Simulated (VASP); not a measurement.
Wanted: the native input for a VASP 6.6.1 run.

```yaml
Task: single point
Functional: PBEsol
Potentials_or_basis: VASP PAW PBE potentials, release 64 (K_sv, Mg, F)
Cutoff: 520 eV
k_mesh: 6 × 6 × 6
Occupations: gaussian, width 0.02 eV
Spin: no spin polarisation
Dipole_correction: no
Further_INCAR_settings: ALGO = Normal; EDIFF = 1e-06; NBANDS = 24
```

The structure of KMgF3 lies in POSCAR:

```
KMgF3
1.0
    3.9094128415      0.0000000000      0.0000000000
    0.0000000000      3.9094128415      0.0000000000
    0.0000000000      0.0000000000      3.9094128415
K Mg F
1 1 3
Direct
    0.5000000000      0.5000000000      0.5000000000
    0.0000000000      0.0000000000      0.0000000000
    0.5000000000      0.0000000000      0.0000000000
    0.0000000000      0.5000000000      0.0000000000
    0.0000000000      0.0000000000      0.5000000000
```

This cell differs from its parent crystal: volume scaled by 0.94.

The input as run:

INCAR

```
SYSTEM = KMgF3
ALGO = Normal ; EDIFF = 1E-6
ENCUT = 520 ; GGA = PS
ISIF = 2 ; ISMEAR = 0
LASPH = .True. ; LCHARG = .False.
LREAL = .False. ; LWAVE = .False.
NBANDS = 24 ; NELM = 80
PREC = Accurate ; SIGMA = 0.02
```

KPOINTS

```
k-points
0
Gamma
  6 6 6
  0 0 0
```

Potentials or basis: VASP PAW PBE potentials, release 64 (K_sv, Mg, F).

Launch:

```console
$ cat potpaw_PBE.64/K_sv/POTCAR potpaw_PBE.64/Mg/POTCAR potpaw_PBE.64/F/POTCAR > POTCAR
$ mpirun -np 1 vasp_std > vasp.out
```

Results of the run:

- Pressure: 4.8 GPa
- Band gap on the k mesh: 7.57 eV, indirect (least direct gap 7.89 eV)

Caveat: the PAW data sets were made with another functional, which shifts forces and pressure a little.

It took 37 s on 1 thread of Intel(R) Xeon(R) Platinum 8259CL CPU @ 2.50GHz (Skylake/Cascade Lake), with other jobs on the host, peak memory 0.18 GiB.
